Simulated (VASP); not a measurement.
Wanted: the native input for a VASP 6.6.1 run.

- Task: electric field gradients
- Functional: PBEsol
- Potentials or basis: VASP PAW PBE potentials, release 64 (Sb)
- Cutoff: 520 eV
- k mesh: 19 × 19 × 19
- Occupations: fermi-dirac, width 0.05 eV
- Spin: no spin polarisation
- Dipole correction: no
- Further INCAR settings: ALGO = Normal; EDIFF = 1e-08; NBANDS = 8

The structure of Sb lies in POSCAR:

```
Sb
1.0
   -1.4742770936      1.4742770936      2.4293735496
    1.4742770936     -1.4742770936      2.4293735496
    1.4742770936      1.4742770936     -2.4293735496
Sb
1
Direct
    0.0000000000      0.0000000000      0.0000000000
```

One way to write it, as run:

INCAR

```
  ALGO = Normal
  EDIFF = 1E-8
  ENCUT = 520
  GGA = PS
  ISIF = 2
  ISMEAR = -1
  LASPH = True
  LCHARG = False
  LEFG = True
  LREAL = False
  LWAVE = False
  NBANDS = 8
  NELM = 60
  PREC = Accurate
  SIGMA = 0.05
```

KPOINTS

```
k-points
0
Gamma
  19 19 19
```

Potentials or basis: VASP PAW PBE potentials, release 64 (Sb).

Command:

```sh
$ cat potpaw_PBE.64/Sb/POTCAR > POTCAR
$ mpirun -np 1 vasp_std > vasp.out
```

Results of the run:

The pressure is 24.7 GPa. The band gap on the k mesh is zero (an odd number of electrons rules out a gap without spin polarisation). The largest electric field gradient by atom is Sb +36.8 V/Å².

Caveat: the cell stands under pressure; without QUAD_EFG the Cq values of the log hold for a quadrupole moment of 1 mb, not for the nuclei; the PAW data sets were made with another functional, which shifts forces and pressure a little; spin-orbit coupling is left out, which moves the levels of the heavy elements.

It took 82 s on 1 thread of Intel Xeon 8259CL (shared host), peak memory 0.21 GiB.
